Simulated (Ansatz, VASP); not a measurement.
MgO: VASP beside Ansatz

```
CELL_PARAMETERS angstrom
5.63354 0.00000 0.00000
0.00000 5.63354 0.00000
0.00000 0.00000 5.63354
ATOMIC_POSITIONS crystal
Mg 0.25000 0.00100 0.50000
Mg 0.00000 0.50100 0.25000
Mg 0.50000 0.72497 0.00000
Mg 0.75000 0.00100 0.50000
Mg 0.00000 0.50100 0.75000
Mg 0.50000 0.22497 0.00000
O 0.25000 0.52191 0.00000
O 0.50000 0.02191 0.25000
O 0.00000 0.74118 0.50000
O 0.75000 0.52191 0.00000
O 0.50000 0.02191 0.75000
O 0.00000 0.24118 0.50000
```

Change from the starting cell: mode 14 frozen in at +0.000 Å and mode 24 at -0.141 Å (largest displacements).

Alike in both runs: task single point; functional PBE; k mesh 4 × 4 × 4; occupations gaussian, width 0.05 eV; no spin polarisation.

|  | VASP | Ansatz |
| --- | --- | --- |
| version | VASP 6.6.1 | Ansatz 0.2.0 |
| potentials or method | VASP PAW PBE potentials, release 64 (Mg, O), cutoff 520 eV | scalar-relativistic, plane waves, PAW |
| valence electrons in the cell | 48 | 96 |

|  | VASP | Ansatz | Ansatz less VASP |
| --- | --- | --- | --- |
| gap on the k mesh at the Fermi level (eV) | 2.87 | 2.88 | +0.014 |
| least direct gap on the mesh (eV) | 2.87 | 2.88 | +0.014 |
| pressure (GPa) | 2.1 | 2.4 | +0.26 |
| traceless stress, the component that is largest in VASP (GPa) | -0.15 | -0.16 | -0.009 |
| rms of the force components (eV/Å) | 1.066 | 1.049 | -0.0174 |

Atom by atom the forces differ by 0.018 eV/Å (rms over components). VASP's potentials hold 48 valence electrons a cell and Ansatz's 96, so a difference there can come from the potentials and not from the codes.
